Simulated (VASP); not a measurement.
# ZnSnN2 (P-4m2) in VASP: settings compared, part 2 of 3

VASP 6.6.1. Earlier steps stand in the parts before.

## 3. Single point, PBE

Input file INCAR:

```
PREC = Accurate
ENCUT = 520
EDIFF = 1E-6
ISMEAR = -1
SIGMA = 0.02
LREAL = F
LASPH = T
NELM = 80
ALGO = Normal
ISIF = 2
LWAVE = F
LCHARG = F
GGA = PE
NBANDS = 26
```

Input file KPOINTS:

```
regular mesh
0
Gamma
  6 6 4
```

Input file POSCAR:

```
ZnSnN2
1.0
    3.3820201418      0.0000000000      0.0000000000
    0.0000000000      3.3820201418      0.0000000000
    0.0000000000      0.0000000000      4.6996405198
Zn N Sn
1 2 1
Direct
    0.0000000000      0.0000000000      0.0000000000
    0.0000000000      0.5000000000      0.2448435876
    0.5000000000      0.0000000000      0.7551564124
    0.5000000000      0.5000000000      0.5000000000
```

Potentials or basis: VASP PAW PBE potentials, release 64 (Zn, N, Sn_d).

Run with:

```bash
$ cat potpaw_PBE.64/Zn/POTCAR potpaw_PBE.64/N/POTCAR potpaw_PBE.64/Sn_d/POTCAR > POTCAR
$ mpirun -np 1 vasp_std > vasp.out
```

OUTCAR:

```text
PREC = Accurate
   ENCUT = 520
   EDIFF = 1E-6
   ISMEAR = -1
   LREAL = F
   LASPH = T
   NELM = 80
   ISIF = 2
   GGA = PE

 ion  position               nearest neighbor table
   1  0.000  0.000  0.000-   2 2.05   3 2.05   2 2.05   3 2.05   4 3.35   4 3.35   4 3.35   4 3.35
                             4 3.35   4 3.35   4 3.35   4 3.35
   2  0.000  0.500  0.245-   1 2.05   1 2.05   4 2.07   4 2.07
   3  0.500  0.000  0.755-   1 2.05   1 2.05   4 2.07   4 2.07
   4  0.500  0.500  0.500-   2 2.07   3 2.07   3 2.07   2 2.07   1 3.35   1 3.35   1 3.35   1 3.35
                             1 3.35   1 3.35   1 3.35   1 3.35

  LATTYP: Found a simple tetragonal cell.
 ALAT       =     3.3820201418
 C/A-ratio  =     1.3895956626

  Lattice vectors:

 A1 = (   3.3820201418,   0.0000000000,   0.0000000000)
 A2 = (   0.0000000000,   3.3820201418,   0.0000000000)
 A3 = (   0.0000000000,   0.0000000000,   4.6996405198)

Analysis of symmetry for initial positions (statically):
=====================================================================
 Subroutine PRICEL returns:
 Original cell was already a primitive cell.

 Routine SETGRP: Setting up the symmetry group for a
 simple tetragonal supercell.

 Subroutine GETGRP returns: Found  8 space group operations
 (whereof  8 operations were pure point group operations)
 out of a pool of 16 trial point group operations.

The static configuration has the point symmetry D_2d.

Analysis of symmetry for dynamics (positions and initial velocities):
=====================================================================
 Subroutine PRICEL returns:
 Original cell was already a primitive cell.

 Routine SETGRP: Setting up the symmetry group for a
 simple tetragonal supercell.

 Subroutine GETGRP returns: Found  8 space group operations
 (whereof  8 operations were pure point group operations)
 out of a pool of 16 trial point group operations.

The dynamic configuration has the point symmetry D_2d.

 Subroutine INISYM returns: Found  8 space group operations
 (whereof  8 operations are pure point group operations),
 and found     1 'primitive' translations

----------------------------------------------------------------------------------------

                                     Primitive cell

  volume of cell :      53.7548

  direct lattice vectors                    reciprocal lattice vectors
     3.382020142  0.000000000  0.000000000     0.295681267  0.000000000  0.000000000
     0.000000000  3.382020142  0.000000000     0.000000000  0.295681267  0.000000000
     0.000000000  0.000000000  4.699640520     0.000000000  0.000000000  0.212782232

  length of vectors
     3.382020142  3.382020142  4.699640520     0.295681267  0.295681267  0.212782232

  position of ions in fractional coordinates (direct lattice)
     0.000000000  0.000000000  0.000000000
     0.000000000  0.500000000  0.244843588
     0.500000000  0.000000000  0.755156412
     0.500000000  0.500000000  0.500000000

  ion indices of the primitive-cell ions
   primitive index   ion index
                 1           1
                 2           2
                 3           3
                 4           4

----------------------------------------------------------------------------------------

[... 25 lines left out ...]
            Coordinates               Weight
  0.000000  0.000000  0.000000      1.000000
  0.166667  0.000000  0.000000      4.000000
  0.333333  0.000000  0.000000      4.000000
  0.500000  0.000000  0.000000      2.000000
  0.166667  0.166667  0.000000      4.000000
  0.333333  0.166667  0.000000      8.000000
[... 16 lines left out ...]
  0.333333  0.000000  0.500000      4.000000
  0.500000  0.000000  0.500000      2.000000
 [... further k-points ...]
   k-points           NKPTS =     30   k-points in BZ     NKDIM =     30   number of bands    NBANDS=     26
   number of dos      NEDOS =    301   number of ions     NIONS =      4
   total plane-waves  NPLWV =  28224
   dimension x,y,z NGX =    28 NGY =   28 NGZ =   36
   dimension x,y,z NGXF=    56 NGYF=   56 NGZF=   72
   ions per type =               1   2   1
   NGX,Y,Z   is equivalent  to a cutoff of  13.76, 13.76, 12.73 a.u.
   NGXF,Y,Z  is equivalent  to a cutoff of  27.53, 27.53, 25.47 a.u.
 SYSTEM =  unknown system
   PREC   = accura    normal or accurate (medium, high low for compatibility)
   ISTART =      0    job   : 0-new  1-cont  2-samecut
   ICHARG =      2    charge: 1-file 2-atom 10-const
   ISPIN  =      1    spin polarized calculation?
   LNONCOLLINEAR =      F non collinear calculations
   LSORBIT =      F    spin-orbit coupling
   LASPH  =      T    aspherical Exc in radial PAW
   ENCUT  =  520.0 eV  38.22 Ry    6.18 a.u.   6.29  6.29  8.74*2*pi/ulx,y,z
   NELM   =     80;   NELMIN=  2; NELMDL= -5     # of ELM steps
   EDIFF  = 0.1E-05   stopping-criterion for ELM
   LREAL  =      F    real-space projection
   EDIFFG = 0.1E-04   stopping-criterion for IOM
   NSW    =      0    number of steps for IOM
   IBRION =     -1    ionic relax: 0-MD 1-quasi-New 2-CG
   NFREE  =      0    steps in history (QN), initial steepest desc. (CG)
   ISIF   =      2    stress and relaxation
   ISYM   =      2    0-nonsym 1-usesym 2-fastsym
   POTIM  = 0.5000    time-step for ionic-motion
   TEBEG  =    0.0;   TEEND  =   0.0 temperature during run
   PSTRESS=    0.0 pullay stress
   NELECT =      36.0000    total number of electrons
   NUPDOWN=      -1.0000    fix difference up-down
   EMIN   =  10.00;   EMAX   =-10.00  energy-range for DOS
   EFERMI =   0.00;   METHOD = LEGACY
   ISMEAR =    -1;   SIGMA  =   0.02  broadening in eV -4-tet -1-fermi 0-gaus
   EFERMI_NEDOS =   21; number of points for ismear=-14 and -15
   IALGO  =     38    algorithm
   IMIX   =      4    mixing-type and parameters
     AMIX     =   0.40;   BMIX     =  1.00
     AMIX_MAG =   1.60;   BMIX_MAG =  1.00
  volume/ion in A,a.u.               =      13.44        90.69
  Fermi-wavevector in a.u.,A,eV,Ry     =   1.432309  2.706671 27.912467  2.051508
  Thomas-Fermi vector in A             =   2.551950
   LORBIT       =      0    0 simple, 1 ext, 2 COOP (PROOUT), +10 PAW based schemes
   GGA     = PE    functional components
   LHFCALC =     F    Hartree Fock is set to
   AEXX    =    0.0000 exact exchange contribution
   IVDW    =     0    specifies the selected vdW correction
   LEPSILON=     F    determine dielectric tensor
   LRPA    =     F    only Hartree local field effects (RPA)
 non-spin polarized calculation
  energy-cutoff  :      520.00
  volume of cell :       53.75
 maximum number of plane-waves:      1465
 NGX is ok and might be reduce to    28
   NGX = 13   NGY = 13   NGZ = 17

 number of electron      35.9999979 magnetization

 Free energy of the ion-electron system (eV)
  ---------------------------------------------------
  ext. energy  EPLUGINS =         0.00000000
  ---------------------------------------------------
  free energy    TOTEN  =       -21.36807411 eV

  energy without entropy =      -21.36743966  energy(sigma->0) =      -21.36775689

 E-fermi :   5.4811     XC(G=0): -11.0919

 val. band max:        5.4717810887   @ k =   0.0000   0.0000   0.0000
 cond. band min:       6.9473595646   @ k =   0.1667   0.0000   0.0000
 fundamental gap:      1.4755784759
 Fermi energy:         5.4811411138

 k-point     1 :       0.0000    0.0000    0.0000
  band No.  band energies     occupation
      1     -15.6886      2.00000
      2     -15.3984      2.00000
      3     -15.3984      2.00000
      4     -15.3677      2.00000
      5     -15.2326      2.00000
      6     -10.2252      2.00000
[... 685 lines left out ...]
     25      15.7508      0.00000
     26      15.7936      0.00000

 [... further k-points ...]

------------------------ aborting loop because EDIFF is reached ----------------------------------------

  FORCE on cell =-STRESS in cart. coord.  units (eV):
  Direction    XX          YY          ZZ          XY          YZ          ZX
  --------------------------------------------------------------------------------------
  -------------------------------------------------------------------------------------
  Total        1.7306636      1.7306636      1.7267331      0.0000000      0.0000000      0.0000000
  in kB       51.5829560     51.5829560     51.4658055      0.0000000      0.0000000      0.0000000
  external PRESSURE =      51.5439058 kB  Pullay stress =       0.0000000 kB

 VOLUME and BASIS-vectors are now :
 -----------------------------------------------------------------------------
  energy-cutoff  :      520.00
  volume of cell :       53.75
      direct lattice vectors                 reciprocal lattice vectors
     3.382020142  0.000000000  0.000000000     0.295681267  0.000000000  0.000000000
     0.000000000  3.382020142  0.000000000     0.000000000  0.295681267  0.000000000
     0.000000000  0.000000000  4.699640520     0.000000000  0.000000000  0.212782232

 POSITION                                       TOTAL-FORCE (eV/Angst)
 -----------------------------------------------------------------------------------
      0.00000      0.00000      0.00000         0.000000     -0.000000      0.000000
      0.00000      1.69101      1.15068         0.000000     -0.000000     -0.139034
      1.69101      0.00000      3.54896         0.000000     -0.000000      0.139034
      1.69101      1.69101      2.34982        -0.000000      0.000000      0.000000
 -----------------------------------------------------------------------------------
    total drift:                                0.000000      0.000000      0.000000

  FREE ENERGIE OF THE ION-ELECTRON SYSTEM (eV)
  ---------------------------------------------------
  free  energy   TOTEN  =       -21.3680741143 eV

  energy  without entropy=      -21.3674396582  energy(sigma->0) =      -21.36775689
```

OSZICAR:

```text
N       E                     dE             d eps       ncg     rms          rms(c)
DAV:   1     0.309583485225E+03    0.30958E+03   -0.18345E+04  1584   0.215E+03
DAV:   2     0.149442037827E+02   -0.29464E+03   -0.28002E+03  1600   0.455E+02
DAV:   3    -0.240967998538E+02   -0.39041E+02   -0.38389E+02  1826   0.156E+02
DAV:   4    -0.254398486944E+02   -0.13430E+01   -0.13367E+01  1768   0.308E+01
DAV:   5    -0.254616502347E+02   -0.21802E-01   -0.21795E-01  1920   0.419E+00    0.132E+01
DAV:   6    -0.211526447405E+02    0.43090E+01   -0.82230E+00  2442   0.703E+01    0.678E+00
DAV:   7    -0.214193211614E+02   -0.26668E+00   -0.33677E+00  1610   0.134E+01    0.406E+00
DAV:   8    -0.213999995539E+02    0.19322E-01   -0.37753E-01  2100   0.566E+00    0.133E+00
DAV:   9    -0.213667392108E+02    0.33260E-01   -0.90500E-02  2344   0.382E+00    0.302E-01
DAV:  10    -0.213678633047E+02   -0.11241E-02   -0.12750E-02  1628   0.711E-01    0.175E-01
DAV:  11    -0.213681080049E+02   -0.24470E-03   -0.62727E-04  1810   0.211E-01    0.482E-02
DAV:  12    -0.213680704320E+02    0.37573E-04   -0.89120E-05  1954   0.832E-02    0.751E-03
DAV:  13    -0.213680748664E+02   -0.44344E-05   -0.19049E-05  1968   0.441E-02    0.884E-03
DAV:  14    -0.213680741143E+02    0.75203E-06   -0.40694E-06  1728   0.312E-02
   1 F= -.21368074E+02 E0= -.21367757E+02  d E =-.634456E-03
```

stdout:

```text
POSCAR found type information on POSCAR ZnN Sn
 POSCAR found :  3 types and       4 ions
 scaLAPACK will be used
 LDA part: xc-table for (Slater+PW92), standard interpolation
 POSCAR, INCAR and KPOINTS ok, starting setup
 FFT: planning ... GRIDC
 FFT: planning ... GRID_SOFT
 FFT: planning ... GRID
 WAVECAR not read
 entering main loop
```

It took 17 s on 1 thread of Intel Xeon 6975P-C (Granite Rapids), shared host; peak memory 0.19 GiB.

Results:

```yaml
Free_energy: -21.3681 eV
Pressure: 5.2 GPa
Largest_force: 0.139 eV/Å
```

Forces on the atoms (eV/Å):
```
Zn   0.000  0.000  0.000
N    0.000  0.000 -0.139
N    0.000  0.000  0.139
Sn   0.000  0.000  0.000
```

Levels at points of the mesh, in eV from the Fermi level:
```csv
k point,band 14,band 15,band 16,band 17,band 18,band 19,band 20,band 21,band 22,band 23
"(0.00, 0.00, 0.00)",-3.00,-3.00,-0.04,-0.02,-0.02,-0.01,2.64,6.08,9.02,9.02
"(0.50, 0.00, 0.00)",-4.27,-3.06,-2.72,-1.77,-0.58,3.79,5.51,6.05,7.19,8.45
"(0.50, 0.50, 0.00)",-4.27,-3.48,-2.60,-2.60,-1.95,2.79,2.79,5.06,7.17,9.95
"(0.00, 0.00, 0.50)",-2.88,-2.13,-2.13,-0.98,-0.98,2.77,3.25,6.78,7.15,9.48
"(0.50, 0.00, 0.50)",-5.01,-1.77,-1.21,-0.70,-0.51,2.51,4.18,6.84,7.22,8.46
"(0.50, 0.50, 0.50)",-3.97,-3.60,-3.60,-3.34,-2.88,5.22,5.22,5.78,8.55,9.29
```

Caveat: spin-orbit coupling is left out, which moves the levels of the heavy elements.

## 4. Single point, r2SCAN

POSCAR is that of step 3.

Input file INCAR.step1:

```
ALGO     = Normal         # electronic algorithm
EDIFF    = 1E-4           # SCF threshold, eV
ENCUT    = 520            # plane-wave cutoff, eV
GGA      = PE             # functional
ISMEAR   = -1             # smearing method
LASPH    = True           # aspherical terms in the spheres
LCHARG   = False          # write CHGCAR
LREAL    = False          # projectors in reciprocal space
LWAVE    = True           # write WAVECAR
NBANDS   = 26             # bands
NELM     = 60             # most SCF steps
PREC     = Accurate       # precision mode
SIGMA    = 0.02           # smearing width, eV
```

Input file INCAR.step2:

```
ALGO     = Normal         # electronic algorithm
EDIFF    = 1E-6           # SCF threshold, eV
ENCUT    = 520            # plane-wave cutoff, eV
ISIF     = 2              # what is computed and relaxed
ISMEAR   = -1             # smearing method
ISTART   = 1            
LASPH    = True           # aspherical terms in the spheres
LCHARG   = False          # write CHGCAR
LMIXTAU  = True         
LREAL    = False          # projectors in reciprocal space
LWAVE    = False          # write WAVECAR
METAGGA  = R2SCAN         # meta-GGA
NBANDS   = 26             # bands
NELM     = 60             # most SCF steps
PREC     = Accurate       # precision mode
SIGMA    = 0.02           # smearing width, eV
```

Input file KPOINTS:

```
k-points
0
Gamma
  6 6 4
```

Run with:

```bash
$ cat potpaw_PBE.64/Zn/POTCAR potpaw_PBE.64/N/POTCAR potpaw_PBE.64/Sn_d/POTCAR > POTCAR
$ cp INCAR.step1 INCAR
$ mpirun -np 1 vasp_std > vasp.out
$ cp INCAR.step2 INCAR
$ mpirun -np 1 vasp_std > vasp.out
```

Run time: 66 s. Hardware: 1 thread of Intel Xeon 6975P-C (Granite Rapids), shared host; peak memory 0.19 GiB.

It converged, with:

| Quantity | Value |
| --- | --- |
| Free energy | -52.3108 eV |
| Pressure | 0.5 GPa |
| Largest force | 0.007 eV/Å |
| Band gap on the k mesh | 0.34 eV, direct |

Forces in eV/Å, atoms in the order of the input:
```
Zn   0.000  0.000  0.000
N    0.000  0.000 -0.007
N    0.000  0.000  0.007
Sn   0.000  0.000  0.000
```

Levels at points of the mesh, in eV from the valence-band top:
```tsv
k point	band 15	band 16	band 17	band 18	band 19	band 20	band 21	band 22
(0.00, 0.00, 0.00)	-3.06	0.00	0.00	0.00	0.34	3.02	6.66	9.71
(0.50, 0.00, 0.00)	-3.09	-2.74	-1.77	-0.59	4.30	6.04	6.58	7.77
(0.50, 0.50, 0.00)	-3.54	-2.65	-2.65	-1.99	3.18	3.18	5.60	7.77
(0.00, 0.00, 0.50)	-2.15	-2.15	-1.00	-1.00	3.18	3.67	7.39	7.80
(0.50, 0.00, 0.50)	-1.77	-1.21	-0.70	-0.52	2.96	4.72	7.47	7.85
(0.50, 0.50, 0.50)	-3.64	-3.64	-3.38	-2.94	5.69	5.69	6.42	9.33
```

Caveat: the PAW data sets were made with another functional, which shifts forces and pressure a little; spin-orbit coupling is left out, which moves the levels of the heavy elements.

[end of part 2 of 3]
